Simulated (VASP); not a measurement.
Runs of VASP 6.6.1 on TlPt. The structure is that of space group P6/mmm (No. 191), or close to it. The cells are those of the table. 

```tsv
level	cell	further INCAR settings	gap on the mesh (eV)	pressure (GPa)
PBE	a = 5.605, b = 5.605, c = 4.639 Å, angles 90.0, 90.0, 120.0°, 6 atoms	ALGO = Fast; EDIFF = 1e-06; NBANDS = 44	none	(a)
PBE	a = 5.679, b = 5.679, c = 4.700 Å, angles 90.0, 90.0, 120.0°, 6 atoms	ALGO = Fast; EDIFF = 1e-07; NBANDS = 44	none	8.1
PBEsol	a = 5.716, b = 5.716, c = 4.144 Å, angles 90.0, 90.0, 120.0°, 6 atoms	ALGO = Fast; EDIFF = 1e-07; NBANDS = 44	none	20.1
PBE	a = 5.642, b = 5.642, c = 4.670 Å, angles 90.0, 90.0, 120.0°, 6 atoms	ALGO = Fast; EDIFF = 1e-07; NBANDS = 44	none	10.5
PBE	a = 5.529, b = 5.529, c = 4.576 Å, angles 90.0, 90.0, 120.0°, 6 atoms	ALGO = Fast; EDIFF = 1e-06; NBANDS = 44	none	20.0
PBEsol	a = 6.041, b = 6.041, c = 4.118 Å, angles 90.0, 90.0, 120.0°, 6 atoms	ALGO = Fast; EDIFF = 1e-07; NBANDS = 44	none	(c)
PBEsol	a = 6.263, b = 6.263, c = 4.062 Å, angles 90.0, 90.0, 120.0°, 6 atoms	ALGO = Fast; EDIFF = 1e-07; NBANDS = 44	none	(b)
PBE	a = 5.491, b = 5.491, c = 4.544 Å, angles 90.0, 90.0, 120.0°, 6 atoms	ALGO = Fast; EDIFF = 1e-06; NBANDS = 44	none	24.0
```

Alike in all rows: task single point; potentials or basis VASP PAW PBE potentials, release 64 (Tl_d, Pt); no spin polarisation; k mesh 6 × 6 × 6; cutoff (eV) 520; smearing fermi-dirac 0.05 eV.

Question: Estimate the missing entries.

Answer: (a) 13.3; (b) 0.0; (c) 5.1.

Caveats: spin-orbit coupling is left out, which moves the levels of the heavy elements; the PAW data sets were made with another functional, which shifts forces and pressure a little (some runs).

A k mesh can miss the band edges, and the runs leave out spin-orbit coupling on Pt, Tl.

A gap of «none» marks levels without a gap at the run's occupations.
